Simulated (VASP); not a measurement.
**SnO: single point with LDA**

Crystal: SnO.

```
Sn O
1.0
     3.35500    0.00000    0.00000
     0.00000    5.67410    0.00000
     0.00000    0.00000    4.22197
Sn O
2 2
Direct
  0.00638 0.19834 0.50249
  0.49094 0.75717 0.00472
  0.99469 0.86588 0.72888
  0.49399 0.08847 0.21704
```

```
Program                : VASP 6.6.1
Task                   : single point
Functional             : LDA
Potentials or basis    : VASP PAW LDA potentials, release 64 (Sn_d, O)
Cutoff                 : 520 eV
k mesh                 : 4 × 3 × 3
Occupations            : gaussian, width 0.01 eV
Spin                   : no spin polarisation
Dipole correction      : no
Further INCAR settings : ALGO = Normal; EDIFF = 1e-06; NBANDS = 28
```

* Pressure: -2.0 GPa
* Largest force: 0.516 eV/Å
* Band gap on the k mesh: 1.77 eV, indirect (least direct gap 2.30 eV)

Forces on the atoms (eV/Å):
```
Sn  -0.233  0.225 -0.106
Sn   0.095 -0.505 -0.049
O   -0.042  0.292 -0.143
O    0.180 -0.011  0.298
```

Stress tensor (GPa, compression positive):
```
-3.75 -0.52 -0.25
-0.52 -0.06  0.41
-0.25  0.41 -2.32
```

Levels at points of the mesh, in eV from the valence-band top:
| k point | band 16 | band 17 | band 18 | band 19 | band 20 | band 21 | band 22 | band 23 | band 24 | band 25 |
| --- | --- | --- | --- | --- | --- | --- | --- | --- | --- | --- |
| (0.00, 0.00, 0.00) | -4.10 | -3.73 | -2.86 | -2.25 | 0.00 | 2.70 | 3.12 | 5.86 | 5.99 | 7.91 |
| (0.50, 0.00, 0.00) | -4.65 | -2.85 | -2.79 | -1.12 | -1.02 | 2.40 | 2.59 | 5.62 | 5.75 | 6.29 |

Wall time 25 s on 1 thread of Intel(R) Xeon(R) Platinum 8488C (Sapphire Rapids) (shared host), peak memory 0.17 GiB.

Caveat: the k points lie up to 0.50 Å⁻¹ apart; spin-orbit coupling is left out, which moves the levels of the heavy elements. A k mesh can miss the band edges.
